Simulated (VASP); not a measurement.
Input of a VASP 6.6.1 run:

The input INCAR:

```
PREC = Accurate ; ENCUT = 520
EDIFF = 1E-7 ; ISMEAR = -1
SIGMA = 0.05 ; LREAL = F
LASPH = T ; NELM = 80
ALGO = Normal ; ISIF = 2
LWAVE = F ; LCHARG = F
GGA = PE ; NBANDS = 24
```

KPOINTS

```
Automatic mesh
0
Gamma
  10 10 10
```

POSCAR

```
TaWC2
1.0
    1.5925398227      0.9194532953      5.1687539453
   -1.5925398227      0.9194532953      5.1687539453
    0.0000000000     -1.8389065907      5.1687539453
W Ta C
1 1 2
Direct
    0.0000000000      0.0000000000      0.0000000000
    0.5000000000      0.5000000000      0.5000000000
    0.2509330000      0.2509330000      0.2509330000
    0.7490670000      0.7490670000      0.7490670000
```

Potentials or basis: VASP PAW PBE potentials, release 64 (W_sv, Ta_pv, C).

Launch:

```sh
$ cat potpaw_PBE.64/W_sv/POTCAR potpaw_PBE.64/Ta_pv/POTCAR potpaw_PBE.64/C/POTCAR > POTCAR
$ mpirun -np 1 vasp_std > vasp.out
```

(1) Estimate the band gap on the k mesh.

(2) Predict the pressure.

(3) Estimate the largest force.

Answers

(1) zero (an odd number of electrons rules out a gap without spin polarisation).

(2) -14.0 GPa.

(3) 0.053 eV/Å.

Caveat: the cell stands under tension; spin-orbit coupling is left out, which moves the levels of the heavy elements.
